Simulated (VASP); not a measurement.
# P (C2/m) in VASP: further runs

P is run at these levels: PBEsol; tasks: electric field gradients.

Program: VASP 6.6.1. These are calculated values, not measurements. Logs are shortened: lines on timing, memory, paths and dates and some standing lists are left out, and cuts for length are marked.

### Step 1. The cell of the first run

The structure is monoclinic, space group C2/m (No. 12). The conventional cell has a = 5.983 Å, b = 6.103 Å, c = 4.378 Å, α = 90.00°, β = 91.63°, γ = 90.00°. P (site symmetry 2/m) has 6 P at 4.27 to 4.38 Å within 5.6 Å.

### Step 2. Electric field gradients, PBEsol (equal xy, yz and zx shear strains of -2 %)

The input, INCAR:

```
SYSTEM = P
  PREC = Accurate
  ENCUT = 400
  EDIFF = 1E-8
  ISMEAR = -1
  SIGMA = 0.08
  LREAL = .FALSE.
  LASPH = .TRUE.
  NELM = 120
  ALGO = Normal
  ISIF = 2
  LWAVE = .FALSE.
  LCHARG = .FALSE.
  GGA = PS
  LEFG = .TRUE.
  NBANDS = 8
  GGA_COMPAT = .FALSE.
```

The input, KPOINTS:

```
Automatic mesh
0
G
  10 10 9
  0 0 0
```

The input, POSCAR:

```
P
1.0
    4.2729048574     -0.0427290486     -0.0427290486
   -0.0427290486      4.2729048574     -0.0427290486
   -0.0437800000     -0.0437800000      4.3780000000
P
1
Direct
    0.0000000000      0.0000000000      0.0000000000
```

Potentials or basis: VASP PAW PBE potentials, release 64 (P).

Started as:

```sh
$ cat potpaw_PBE.64/P/POTCAR > POTCAR
$ mpirun -np 1 vasp_std > vasp.out
```

OUTCAR:

```text
SYSTEM = P
   PREC = Accurate
   ENCUT = 400
   EDIFF = 1E-8
   ISMEAR = -1
   LREAL = .FALSE.
   LASPH = .TRUE.
   NELM = 120
   ISIF = 2
   GGA = PS

 ion  position               nearest neighbor table
   1  0.000  0.000  0.000-

  LATTYP: Found a base centered monoclinic cell.
 ALAT       =     5.9829823527
 B/A-ratio  =     1.0200979445
 C/A-ratio  =     1.2222745907
 COS(beta)  =    -0.8011299659

  Lattice vectors:

 A1 = (  -4.2729048574,   0.0427290486,   0.0427290486)
 A2 = (   0.0427290486,  -4.2729048574,   0.0427290486)
 A3 = (   4.1863958088,   4.1863958088,   4.2925419028)

Analysis of symmetry for initial positions (statically):
=====================================================================
 Subroutine PRICEL returns:
 Original cell was already a primitive cell.

 Routine SETGRP: Setting up the symmetry group for a
 base centered monoclinic supercell.

 Subroutine GETGRP returns: Found  4 space group operations
 (whereof  4 operations were pure point group operations)
 out of a pool of  4 trial point group operations.

The static configuration has the point symmetry C_2h.

Analysis of symmetry for dynamics (positions and initial velocities):
=====================================================================
 Subroutine PRICEL returns:
 Original cell was already a primitive cell.

 Routine SETGRP: Setting up the symmetry group for a
 base centered monoclinic supercell.

 Subroutine GETGRP returns: Found  4 space group operations
 (whereof  4 operations were pure point group operations)
 out of a pool of  4 trial point group operations.

The dynamic configuration has the point symmetry C_2h.

 Subroutine INISYM returns: Found  4 space group operations
 (whereof  4 operations are pure point group operations),
 and found     1 'primitive' translations

----------------------------------------------------------------------------------------

                                     Primitive cell

  volume of cell :      79.9081

  direct lattice vectors                    reciprocal lattice vectors
     4.272904857 -0.042729049 -0.042729049     0.234080115  0.002364446  0.002364446
    -0.042729049  4.272904857 -0.042729049     0.002364446  0.234080115  0.002364446
    -0.043780000 -0.043780000  4.378000000     0.002307686  0.002307686  0.228460955

  length of vectors
     4.273332127  4.273332127  4.378437778     0.234103997  0.234103997  0.228484264

  position of ions in fractional coordinates (direct lattice)
     0.000000000  0.000000000  0.000000000

  ion indices of the primitive-cell ions
   primitive index   ion index
                 1           1

----------------------------------------------------------------------------------------

 KPOINTS: Automatic mesh

Automatic generation of k-mesh.
 Grid dimensions read from file:
 generate k-points for:   10   10    9

 Generating k-lattice:

  Cartesian coordinates                     Fractional coordinates (reciprocal lattice)
     0.023408012  0.000236445  0.000236445     0.100000000 -0.000000000  0.000000000
     0.000236445  0.023408012  0.000236445    -0.000000000  0.100000000  0.000000000
     0.000256410  0.000256410  0.025384551     0.000000000  0.000000000  0.111111111

  Length of vectors
     0.023410400  0.023410400  0.025387140

  Shift w.r.t. Gamma in fractional coordinates (k-lattice)
     0.000000000  0.000000000  0.000000000

 Subroutine IBZKPT returns following result:
 ===========================================

 Found    251 irreducible k-points:

 Following reciprocal coordinates:
            Coordinates               Weight
  0.000000  0.000000  0.000000      1.000000
  0.100000 -0.000000 -0.000000      4.000000
  0.200000 -0.000000 -0.000000      4.000000
  0.300000 -0.000000 -0.000000      4.000000
  0.400000 -0.000000 -0.000000      4.000000
  0.500000 -0.000000 -0.000000      2.000000
[... 16 lines left out ...]
  0.300000  0.300000 -0.000000      2.000000
  0.400000  0.300000 -0.000000      4.000000
 [... further k-points ...]
   k-points           NKPTS =    251   k-points in BZ     NKDIM =    251   number of bands    NBANDS=      8
   number of dos      NEDOS =    301   number of ions     NIONS =      1
   total plane-waves  NPLWV =  23520
   dimension x,y,z NGX =    28 NGY =   28 NGZ =   30
   dimension x,y,z NGXF=    56 NGYF=   56 NGZF=   60
   ions per type =               1
   NGX,Y,Z   is equivalent  to a cutoff of  10.89, 10.89, 11.39 a.u.
   NGXF,Y,Z  is equivalent  to a cutoff of  21.79, 21.79, 22.78 a.u.
 SYSTEM =  P
   PREC   = accura    normal or accurate (medium, high low for compatibility)
   ISTART =      0    job   : 0-new  1-cont  2-samecut
   ICHARG =      2    charge: 1-file 2-atom 10-const
   ISPIN  =      1    spin polarized calculation?
   LNONCOLLINEAR =      F non collinear calculations
   LSORBIT =      F    spin-orbit coupling
   LASPH  =      T    aspherical Exc in radial PAW
   ENCUT  =  400.0 eV  29.40 Ry    5.42 a.u.   6.97  6.97  7.14*2*pi/ulx,y,z
   NELM   =    120;   NELMIN=  2; NELMDL= -5     # of ELM steps
   EDIFF  = 0.1E-07   stopping-criterion for ELM
   LREAL  =      F    real-space projection
   EDIFFG = 0.1E-06   stopping-criterion for IOM
   NSW    =      0    number of steps for IOM
   IBRION =     -1    ionic relax: 0-MD 1-quasi-New 2-CG
   NFREE  =      0    steps in history (QN), initial steepest desc. (CG)
   ISIF   =      2    stress and relaxation
   ISYM   =      2    0-nonsym 1-usesym 2-fastsym
   POTIM  = 0.5000    time-step for ionic-motion
   TEBEG  =    0.0;   TEEND  =   0.0 temperature during run
   PSTRESS=    0.0 pullay stress
   NELECT =       5.0000    total number of electrons
   NUPDOWN=      -1.0000    fix difference up-down
   EMIN   =  10.00;   EMAX   =-10.00  energy-range for DOS
   EFERMI =   0.00;   METHOD = LEGACY
   ISMEAR =    -1;   SIGMA  =   0.08  broadening in eV -4-tet -1-fermi 0-gaus
   EFERMI_NEDOS =   21; number of points for ismear=-14 and -15
   IALGO  =     38    algorithm
   IMIX   =      4    mixing-type and parameters
     AMIX     =   0.40;   BMIX     =  1.00
     AMIX_MAG =   1.60;   BMIX_MAG =  1.00
  volume/ion in A,a.u.               =      79.91       539.25
  Fermi-wavevector in a.u.,A,eV,Ry     =   0.649932  1.228193  5.747256  0.422411
  Thomas-Fermi vector in A             =   1.719047
   LORBIT       =      0    0 simple, 1 ext, 2 COOP (PROOUT), +10 PAW based schemes
   GGA     = PS    functional components
   LHFCALC =     F    Hartree Fock is set to
   AEXX    =    0.0000 exact exchange contribution
   IVDW    =     0    specifies the selected vdW correction
   LEPSILON=     F    determine dielectric tensor
   LRPA    =     F    only Hartree local field effects (RPA)
 non-spin polarized calculation
  energy-cutoff  :      400.00
  volume of cell :       79.91
 maximum number of plane-waves:      1469
   NGX = 13   NGY = 13   NGZ = 15

 number of electron       5.0000000 magnetization

 Free energy of the ion-electron system (eV)
  ---------------------------------------------------
  ext. energy  EPLUGINS =         0.00000000
  ---------------------------------------------------
  free energy    TOTEN  =        -1.20547405 eV

  energy without entropy =       -1.13248461  energy(sigma->0) =       -1.16897933

 E-fermi :  -3.0681     XC(G=0):  -5.0506

 val. band max:       -3.0690287740   @ k =  -0.3000   0.4000   0.4444
 cond. band min:      -3.0627248137   @ k =  -0.2000   0.1000   0.0000
 fundamental gap:      0.0063039604
 Fermi energy:        -3.0681104177

 k-point     1 :       0.0000    0.0000    0.0000
  band No.  band energies     occupation
      1     -11.8025      2.00000
      2      -2.6262      0.00795
      3      -2.5243      0.00223
      4      -2.5061      0.00178
      5       1.5552      0.00000
      6       4.3695      0.00000
      7       4.4507      0.00000
      8       8.9437      0.00000
[... 243 lines left out ...]
 k-point    24 :       0.4000    0.3000   -0.0000
  band No.  band energies     occupation
      1     -11.5440      2.00000
      2      -3.6173      1.99791
      3      -3.2639      1.84069
      4      -2.3991      0.00047
      5       3.3675      0.00000
      6       4.4387      0.00000
      7       6.2388      0.00000
      8       6.6078      0.00000

 [... further k-points ...]

------------------------ aborting loop because EDIFF is reached ----------------------------------------

  FORCE on cell =-STRESS in cart. coord.  units (eV):
  Direction    XX          YY          ZZ          XY          YZ          ZX
  --------------------------------------------------------------------------------------
  -------------------------------------------------------------------------------------
  Total       -1.9648229     -1.9648229     -1.7305491      0.0393501      0.0366280      0.0366280
  in kB      -39.3951685    -39.3951685    -34.6979224      0.7889797      0.7344003      0.7344004
  external PRESSURE =     -37.8294198 kB  Pullay stress =       0.0000000 kB

 VOLUME and BASIS-vectors are now :
 -----------------------------------------------------------------------------
  energy-cutoff  :      400.00
  volume of cell :       79.91
      direct lattice vectors                 reciprocal lattice vectors
     4.272904857 -0.042729049 -0.042729049     0.234080115  0.002364446  0.002364446
    -0.042729049  4.272904857 -0.042729049     0.002364446  0.234080115  0.002364446
    -0.043780000 -0.043780000  4.378000000     0.002307686  0.002307686  0.228460955

 POSITION                                       TOTAL-FORCE (eV/Angst)
 -----------------------------------------------------------------------------------
      0.00000      0.00000      0.00000        -0.000000      0.000000      0.000000
 -----------------------------------------------------------------------------------
    total drift:                               -0.000000      0.000000     -0.000000

  FREE ENERGIE OF THE ION-ELECTRON SYSTEM (eV)
  ---------------------------------------------------
  free  energy   TOTEN  =        -1.2054740529 eV

  energy  without entropy=       -1.1324846086  energy(sigma->0) =       -1.16897933

 Electric field gradients (V/A^2)
---------------------------------------------------------------------
 ion       V_xx      V_yy      V_zz      V_xy      V_xz      V_yz
---------------------------------------------------------------------
   1       0.377     0.377    -0.754    -0.506    -0.425    -0.425
---------------------------------------------------------------------

 Electric field gradients after diagonalization (V/A^2)
 (convention: |V_zz| > |V_xx| > |V_yy|)
----------------------------------------------------------------------
 ion       V_xx      V_yy      V_zz     asymmetry (V_yy - V_xx)/ V_zz
----------------------------------------------------------------------
   1       0.883     0.235    -1.119       0.579
----------------------------------------------------------------------

           NMR quadrupolar parameters

 Cq : quadrupolar parameter    Cq=e*Q*V_zz/h
 eta: asymmetry parameters     (V_yy - V_xx)/ V_zz
 Q  : nuclear electric quadrupole moment in mb (millibarn)
----------------------------------------------------------------------
 ion       Cq(MHz)       eta       Q (mb)
----------------------------------------------------------------------
   1      -0.003       0.579       1.000
----------------------------------------------------------------------
```

Wall time 70 s (1 thread of Intel Xeon Platinum 8259CL at 2.50GHz (Skylake/Cascade Lake), shared host); peak memory 0.22 GiB.

What came out:

| Property | Result |
| --- | --- |
| Free energy | -1.2055 eV |
| Pressure | -3.8 GPa |
| Band gap on the k mesh | zero (an odd number of electrons rules out a gap without spin polarisation) |
| Largest electric field gradient by atom | P -1.1 V/Å² |

Stress tensor (GPa, compression positive):
```
-3.94  0.08  0.07
 0.08 -3.94  0.07
 0.07  0.07 -3.47
```

Levels at points of the mesh, in eV from the Fermi level:
| k point | band 1 | band 2 | band 3 | band 4 | band 5 | band 6 | band 7 |
| --- | --- | --- | --- | --- | --- | --- | --- |
| (0.00, 0.00, 0.00) | -8.73 | 0.44 | 0.54 | 0.56 | 4.62 | 7.44 | 7.52 |
| (0.50, 0.00, 0.00) | -8.56 | -0.84 | 0.60 | 0.70 | 6.50 | 7.55 | 8.18 |
| (0.50, 0.50, 0.00) | -8.40 | -0.56 | -0.52 | 0.73 | 5.86 | 8.11 | 9.65 |

Electric field gradients, principal values (V/Å²):
| atom | least | middle | greatest (by size) |
| --- | --- | --- | --- |
| 1 P | 0.235 | 0.883 | -1.119 |

Caveat: the cell differs from its parent crystal (equal xy, yz and zx shear strains of -2 %); the cell stands under tension; the atoms stand far beyond bonding distance, and open shells without spin polarisation read as a metal; without QUAD_EFG the Cq values of the log hold for a quadrupole moment of 1 mb, not for the nuclei; the PAW data sets were made with another functional, which shifts forces and pressure a little.

[end of part 1 of 2]
